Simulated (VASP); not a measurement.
# Ni (Fd-3m) in VASP: notebook

Ni is run at these levels: PBEsol; tasks: relaxation of cell and atoms, single point.

Everything below comes from runs of VASP 6.6.1. Logs are shortened: lines on timing, memory, paths and dates and some standing lists are left out, and cuts for length are marked.

## (1) The cell of the first run

The structure is cubic, space group Fd-3m (No. 227). The conventional cell has a = 4.907 Å, b = 4.907 Å, c = 4.907 Å, α = 90.00°, β = 90.00°, γ = 90.00°. Ni (site symmetry -43m) has 4 Ni at 2.12 Å within 2.8 Å.

## (2) Relaxation of cell and atoms, PBEsol

Contents of INCAR:

```
PREC = Accurate
ENCUT = 600
EDIFF = 1E-6
ISMEAR = -1
SIGMA = 0.1
LREAL = F
LASPH = T
NELM = 60
ALGO = Normal
ISIF = 3
LWAVE = F
LCHARG = F
GGA = PS
IBRION = 2
NSW = 80
EDIFFG = -0.01
```

Contents of KPOINTS:

```
Automatic mesh
0
Gamma
  11 11 11
```

Contents of POSCAR:

```
Ni
1.0
    0.0000000000      2.4534603088      2.4534603088
    2.4534603088      0.0000000000      2.4534603088
    2.4534603088      2.4534603088      0.0000000000
Ni
2
Direct
    0.1250000000      0.1250000000      0.1250000000
    0.8750000000      0.8750000000      0.8750000000
```

Potentials or basis: VASP PAW PBE potentials, release 64 (Ni).

The run is started by

```bash
$ cat potpaw_PBE.64/Ni/POTCAR > POTCAR
$ mpirun -np 1 vasp_std > vasp.out
```

OUTCAR:

```text
PREC = Accurate
   ENCUT = 600
   EDIFF = 1E-6
   ISMEAR = -1
   LREAL = F
   LASPH = T
   NELM = 60
   ISIF = 3
   GGA = PS
   IBRION = 2
   NSW = 80
   EDIFFG = -0.01

 ion  position               nearest neighbor table
   1  0.125  0.125  0.125-   2 2.12   2 2.12   2 2.12   2 2.12
   2  0.875  0.875  0.875-   1 2.12   1 2.12   1 2.12   1 2.12

  LATTYP: Found a face centered cubic cell.
 ALAT       =     4.9069206176

  Lattice vectors:

 A1 = (   0.0000000000,   2.4534603088,   2.4534603088)
 A2 = (   2.4534603088,   0.0000000000,   2.4534603088)
 A3 = (   2.4534603088,   2.4534603088,   0.0000000000)

Analysis of symmetry for initial positions (statically):
=====================================================================
 Subroutine PRICEL returns:
 Original cell was already a primitive cell.

 Routine SETGRP: Setting up the symmetry group for a
 face centered cubic supercell.

 Subroutine GETGRP returns: Found 48 space group operations
 (whereof 12 operations were pure point group operations)
 out of a pool of 48 trial point group operations.

The static configuration has the point symmetry D_3d.
 The point group associated with its full space group is O_h .

Analysis of symmetry for dynamics (positions and initial velocities):
=====================================================================
 Subroutine PRICEL returns:
 Original cell was already a primitive cell.

 Routine SETGRP: Setting up the symmetry group for a
 face centered cubic supercell.

 Subroutine GETGRP returns: Found 48 space group operations
 (whereof 12 operations were pure point group operations)
 out of a pool of 48 trial point group operations.

The dynamic configuration has the point symmetry D_3d.
 The point group associated with its full space group is O_h .

 Subroutine INISYM returns: Found 48 space group operations
 (whereof 12 operations are pure point group operations),
 and found     1 'primitive' translations

----------------------------------------------------------------------------------------

                                     Primitive cell

  volume of cell :      29.5370

  direct lattice vectors                    reciprocal lattice vectors
     0.000000000  2.453460309  2.453460309    -0.203793800  0.203793800  0.203793800
     2.453460309  0.000000000  2.453460309     0.203793800 -0.203793800  0.203793800
     2.453460309  2.453460309  0.000000000     0.203793800  0.203793800 -0.203793800

  length of vectors
     3.469716843  3.469716843  3.469716843     0.352981216  0.352981216  0.352981216

  position of ions in fractional coordinates (direct lattice)
     0.125000000  0.125000000  0.125000000
[... 97 lines left out ...]
     AMIX     =   0.40;   BMIX     =  1.00
     AMIX_MAG =   1.60;   BMIX_MAG =  1.00
  volume/ion in A,a.u.               =      14.77        99.66
  Fermi-wavevector in a.u.,A,eV,Ry     =   1.437570  2.716614 28.117919  2.066609
  Thomas-Fermi vector in A             =   2.556633
   LORBIT       =      0    0 simple, 1 ext, 2 COOP (PROOUT), +10 PAW based schemes
   GGA     = PS    functional components
   LHFCALC =     F    Hartree Fock is set to
   AEXX    =    0.0000 exact exchange contribution
   IVDW    =     0    specifies the selected vdW correction
   LEPSILON=     F    determine dielectric tensor
   LRPA    =     F    only Hartree local field effects (RPA)
 conjugate gradient relaxation of ions
 non-spin polarized calculation
  energy-cutoff  :      600.00
  volume of cell :       29.54
 maximum number of plane-waves:       998
   NGX = 13   NGY = 13   NGZ = 13

--------------------------------------- Ionic step        1  -------------------------------------------

 number of electron      20.0000015 magnetization

 Free energy of the ion-electron system (eV)
  ---------------------------------------------------
  ext. energy  EPLUGINS =         0.00000000
  ---------------------------------------------------
  free energy    TOTEN  =        -9.49013892 eV

  energy without entropy =       -9.29018947  energy(sigma->0) =       -9.39016420

------------------------ aborting loop because EDIFF is reached ----------------------------------------

  FORCE on cell =-STRESS in cart. coord.  units (eV):
  Direction    XX          YY          ZZ          XY          YZ          ZX
  --------------------------------------------------------------------------------------
  -------------------------------------------------------------------------------------
  Total        1.2601681      1.2601681      1.2601681     -0.0000000      0.0000000      0.0000000
  in kB       68.3552629     68.3552629     68.3552629     -0.0000000      0.0000000      0.0000000
  external PRESSURE =      68.3552629 kB  Pullay stress =       0.0000000 kB
[... 59 lines left out ...]
--------------------------------------- Ionic step        3  -------------------------------------------

 number of electron      19.9999997 magnetization

 Free energy of the ion-electron system (eV)
  ---------------------------------------------------
  ext. energy  EPLUGINS =         0.00000000
  ---------------------------------------------------
  free energy    TOTEN  =        -9.52520125 eV

  energy without entropy =       -9.31818911  energy(sigma->0) =       -9.42169518

 E-fermi :   4.9115     XC(G=0): -11.1399

 val. band max:        4.9045650715   @ k =  -0.4545   0.1818   0.0000
 cond. band min:       4.9115909787   @ k =  -0.4545   0.3636   0.0000
 fundamental gap:      0.0070259072
 Fermi energy:         4.9114695828

 k-point     1 :       0.0000    0.0000    0.0000
  band No.  band energies     occupation
      1      -1.7982      2.00000
      2       2.1281      2.00000
      3       2.1281      2.00000
      4       2.1885      2.00000
      5       2.1885      2.00000
      6       2.1885      2.00000
      7       3.7539      1.99998
      8       3.7539      1.99998
      9       3.7539      1.99998
     10       4.8311      1.38145
     11       4.8311      1.38145
     12      17.2869      0.00000
     13      17.2869      0.00000
     14      17.2869      0.00000
[... 377 lines left out ...]
      1      -0.2437      2.00000
      2       1.8180      2.00000
      3       2.1201      2.00000
      4       2.1802      2.00000
      5       2.4225      2.00000
      6       2.7548      2.00000
      7       3.3391      2.00000
      8       3.5589      2.00000
      9       4.1680      1.99882
     10       4.5732      1.93431
     11       4.9380      0.86800
     12      10.7237      0.00000
     13      10.8950      0.00000
     14      15.3278      0.00000

 [... further k-points ...]
[... 5 lines left out ...]
  --------------------------------------------------------------------------------------
  -------------------------------------------------------------------------------------
  Total       -0.0057537     -0.0057537     -0.0057537      0.0000000     -0.0000000     -0.0000000
  in kB       -0.2947610     -0.2947610     -0.2947610      0.0000000     -0.0000000     -0.0000000
  external PRESSURE =      -0.2947610 kB  Pullay stress =       0.0000000 kB
[... 17 lines left out ...]
  FREE ENERGIE OF THE ION-ELECTRON SYSTEM (eV)
  ---------------------------------------------------
  free  energy   TOTEN  =        -9.5252012533 eV

  energy  without entropy=       -9.3181891070  energy(sigma->0) =       -9.42169518

 reached required accuracy - stopping structural energy minimisation
```

OSZICAR:

```text
N       E                     dE             d eps       ncg     rms          rms(c)
DAV:   1     0.999227462144E+02    0.99923E+02   -0.10459E+04  1576   0.211E+03
[... 25 lines left out ...]
DAV:   2    -0.993841233151E+01    0.92440E-01   -0.68188E+00  1574   0.464E+01    0.540E+00
DAV:   3    -0.953437495446E+01    0.40404E+00   -0.19521E+00  1574   0.235E+01    0.718E-01
DAV:   4    -0.952642770081E+01    0.79473E-02   -0.74600E-03  1622   0.948E-01    0.331E-01
DAV:   5    -0.952519765799E+01    0.12300E-02   -0.22209E-03  2290   0.422E-01    0.722E-02
DAV:   6    -0.952520275020E+01   -0.50922E-05   -0.13574E-04  1650   0.170E-01    0.130E-02
DAV:   7    -0.952520115632E+01    0.15939E-05   -0.25554E-06  1876   0.154E-02    0.268E-03
DAV:   8    -0.952520125326E+01   -0.96943E-07   -0.13697E-07   784   0.499E-03
   3 F= -.95252013E+01 E0= -.94216952E+01  d E =-.350623E-01
```

CONTCAR:

```text
Ni
   1.00000000000000
    -0.0000000000000000    2.5006413752709418    2.5006413752709418
     2.5006413752709418    0.0000000000000000    2.5006413752709418
     2.5006413752709418    2.5006413752709418    0.0000000000000000
  Ni
     2
Direct
     0.1250000000000000    0.1250000000000000    0.1250000000000000
     0.8750000000000000    0.8750000000000000    0.8750000000000000

  0.00000000E+00  0.00000000E+00  0.00000000E+00
  0.00000000E+00  0.00000000E+00  0.00000000E+00
```

Run time: 81 s. Hardware: 1 thread of Intel Xeon 8259CL, shared host; peak memory 0.18 GiB.

What came out:

```
Free energy                            : -9.5252 eV
Relaxed volume                         : 15.64 Å³/atom
Relaxed cell                           : a = 3.536 Å, b = 3.536 Å, c = 3.536 Å, α = 60.00°, β = 60.00°, γ = 60.00°
Space group after relaxing (to 0.05 Å) : Fd-3m (No. 227)
Energy gained by relaxing              : 17.5 meV/atom
Ionic steps                            : 3
Pressure after relaxing                : 0.0 GPa
Band gap on the k mesh                 : zero (band 10 reaches 4.99 eV, above the bottom of band 11 at 4.68 eV)
```

The path:
| step | energy change (eV) | largest force (eV/Å) | pressure (GPa) | volume (Å³) |
| --- | --- | --- | --- | --- |
| 1 | 0.0000 | 0.0000 | 6.84 | 29.54 |
| 2 | -0.0244 | 0.0000 | -3.25 | 32.31 |
| 3 | -0.0351 | 0.0000 | -0.03 | 31.27 |

Final structure:
```
Ni
1.0
     0.00000    2.50064    2.50064
     2.50064    0.00000    2.50064
     2.50064    2.50064    0.00000
Ni
2
Direct
  0.12500 0.12500 0.12500
  0.87500 0.87500 0.87500
```

Levels at points of the mesh, in eV from the Fermi level:
```
           k point  band 6  band 7  band 8  band 9  band 10  band 11  band 12  band 13  band 14
(0.00, 0.00, 0.00)   -2.72   -1.16   -1.16   -1.16    -0.08    -0.08    12.38    12.38    12.38
```

Caveat: the PAW data sets were made with another functional, which shifts forces and pressure a little; the run has no spin polarisation, though such a crystal can be magnetic.

## (3) Single point, PBEsol, collinear spin, ferromagnetic start (volume scaled by 0.88)

Contents of INCAR:

```
SYSTEM = Ni
PREC = Accurate ; ENCUT = 520
EDIFF = 1E-6 ; ISMEAR = -1
SIGMA = 0.05 ; LREAL = .FALSE.
LASPH = .TRUE. ; NELM = 150
ALGO = Normal ; ISIF = 2
LWAVE = .FALSE. ; LCHARG = .FALSE.
ISPIN = 2 ; MAGMOM = 0.83 0.83
LORBIT = 11 ; LMAXMIX = 4
GGA = PS ; NBANDS = 21
```

Contents of KPOINTS:

```
regular mesh
0
G
  12 12 12
  0 0 0
```

Contents of POSCAR:

```
Ni
1.0
    0.0000000000      2.3990723979      2.3990723979
    2.3990723979      0.0000000000      2.3990723979
    2.3990723979      2.3990723979      0.0000000000
Ni
2
Direct
    0.1250000000      0.1250000000      0.1250000000
    0.8750000000      0.8750000000      0.8750000000
```

Potentials or basis: VASP PAW PBE potentials, release 64 (Ni).

The run is started by

```bash
$ cat potpaw_PBE.64/Ni/POTCAR > POTCAR
$ mpirun -np 1 vasp_std > vasp.out
```

OUTCAR:

```text
SYSTEM = Ni
   PREC = Accurate
   ENCUT = 520
   EDIFF = 1E-6
   ISMEAR = -1
   LREAL = .FALSE.
   LASPH = .TRUE.
   NELM = 150
   ISIF = 2
   ISPIN = 2
   LORBIT = 11
   GGA = PS

 ion  position               nearest neighbor table
   1  0.125  0.125  0.125-   2 2.08   2 2.08   2 2.08   2 2.08
   2  0.875  0.875  0.875-   1 2.08   1 2.08   1 2.08   1 2.08

  LATTYP: Found a face centered cubic cell.
 ALAT       =     4.7981447958

  Lattice vectors:

 A1 = (   0.0000000000,   2.3990723979,   2.3990723979)
 A2 = (   2.3990723979,   0.0000000000,   2.3990723979)
 A3 = (   2.3990723979,   2.3990723979,   0.0000000000)

Analysis of symmetry for initial positions (statically):
[... 1369 lines left out ...]
  energy-cutoff  :      520.00
  volume of cell :       27.62
      direct lattice vectors                 reciprocal lattice vectors
     0.000000000  2.399072398  2.399072398    -0.208413885  0.208413885  0.208413885
     2.399072398  0.000000000  2.399072398     0.208413885 -0.208413885  0.208413885
     2.399072398  2.399072398  0.000000000     0.208413885  0.208413885 -0.208413885

 POSITION                                       TOTAL-FORCE (eV/Angst)
 -----------------------------------------------------------------------------------
      0.59977      0.59977      0.59977         0.000000     -0.000000     -0.000000
      4.19838      4.19838      4.19838        -0.000000      0.000000      0.000000
 -----------------------------------------------------------------------------------
    total drift:                                0.000000      0.000000     -0.000000

  FREE ENERGIE OF THE ION-ELECTRON SYSTEM (eV)
  ---------------------------------------------------
  free  energy   TOTEN  =        -9.4172518450 eV

  energy  without entropy=       -9.3941798744  energy(sigma->0) =       -9.40571586

 total charge

# of ion       s       p       d       tot
------------------------------------------
    1        0.608   0.466   8.410   9.484
    2        0.608   0.466   8.410   9.484
--------------------------------------------------
tot          1.215   0.932  16.820  18.968

 magnetization (x)

# of ion       s       p       d       tot
------------------------------------------
    1       -0.015  -0.016   0.786   0.755
    2       -0.015  -0.016   0.786   0.755
--------------------------------------------------
tot         -0.030  -0.032   1.573   1.511
```

OSZICAR:

```text
N       E                     dE             d eps       ncg     rms          rms(c)
DAV:   1     0.102123089877E+03    0.10212E+03   -0.87736E+03  6240   0.126E+03
DAV:   2    -0.497549246116E+01   -0.10710E+03   -0.98420E+02  6143   0.228E+02
DAV:   3    -0.109609622428E+02   -0.59855E+01   -0.58003E+01  6898   0.636E+01
DAV:   4    -0.110371373825E+02   -0.76175E-01   -0.76133E-01  6885   0.690E+00
DAV:   5    -0.110392031892E+02   -0.20658E-02   -0.20657E-02  6925   0.111E+00    0.137E+01
DAV:   6    -0.103115646345E+02    0.72764E+00   -0.10417E+01  7023   0.559E+01    0.986E+00
DAV:   7    -0.944778343672E+01    0.86378E+00   -0.28712E+00  7063   0.258E+01    0.310E+00
DAV:   8    -0.942437509237E+01    0.23408E-01   -0.22390E-02  7457   0.128E+00    0.167E+00
DAV:   9    -0.941785598635E+01    0.65191E-02   -0.21724E-03  9125   0.560E-01    0.429E-01
DAV:  10    -0.941723261478E+01    0.62337E-03   -0.54552E-04  8649   0.291E-01    0.100E-01
DAV:  11    -0.941724904721E+01   -0.16432E-04   -0.10630E-04  7897   0.117E-01    0.584E-02
DAV:  12    -0.941725574376E+01   -0.66965E-05   -0.77633E-06  6581   0.299E-02    0.270E-02
DAV:  13    -0.941725244531E+01    0.32984E-05   -0.22163E-06  6305   0.196E-02    0.460E-03
DAV:  14    -0.941725184497E+01    0.60035E-06   -0.40413E-07  3541   0.443E-03
   1 F= -.94172518E+01 E0= -.94057159E+01  d E =-.230720E-01  mag=     1.5284
```

Wall time 2.4 min (1 thread of Intel Xeon Platinum 8259CL at 2.50GHz (Skylake/Cascade Lake), shared host); peak memory 0.2 GiB.

Results:

```
Free energy                                           : -9.4173 eV
Pressure                                              : 17.9 GPa
Net moment                                            : 1.53 μB per cell
Site moments                                          : Ni +0.76 μB
Valence electrons inside the program's atomic spheres : Ni 9.48
```

Levels at points of the mesh, in eV from the Fermi level:
Spin up:
| k point | band 7 | band 8 | band 9 | band 10 | band 11 | band 12 | band 13 | band 14 | band 15 | band 16 |
| --- | --- | --- | --- | --- | --- | --- | --- | --- | --- | --- |
| (0.00, 0.00, 0.00) | -1.95 | -1.95 | -1.95 | -0.71 | -0.71 | 13.32 | 13.32 | 13.32 | 13.67 | 13.67 |
| (0.50, 0.00, 0.00) | -1.98 | -1.52 | -1.52 | -0.90 | -0.90 | 0.64 | 9.65 | 9.65 | 12.93 | 13.82 |
| (0.50, 0.50, 0.00) | -2.23 | -2.23 | -0.74 | -0.74 | 1.18 | 1.18 | 4.75 | 4.75 | 10.35 | 10.35 |
Spin down:
```csv
k point,band 6,band 7,band 8,band 9,band 10,band 11,band 12,band 13
"(0.00, 0.00, 0.00)",-3.02,-1.17,-1.17,-1.17,0.19,0.19,13.50,13.50
"(0.50, 0.00, 0.00)",-3.00,-1.89,-0.70,-0.70,-0.02,-0.02,1.32,9.79
"(0.50, 0.50, 0.00)",-2.31,-1.43,-1.43,0.15,0.15,1.69,1.69,4.78
```

Caveat: the cell differs from its parent crystal (volume scaled by 0.88); the PAW data sets were made with another functional, which shifts forces and pressure a little.
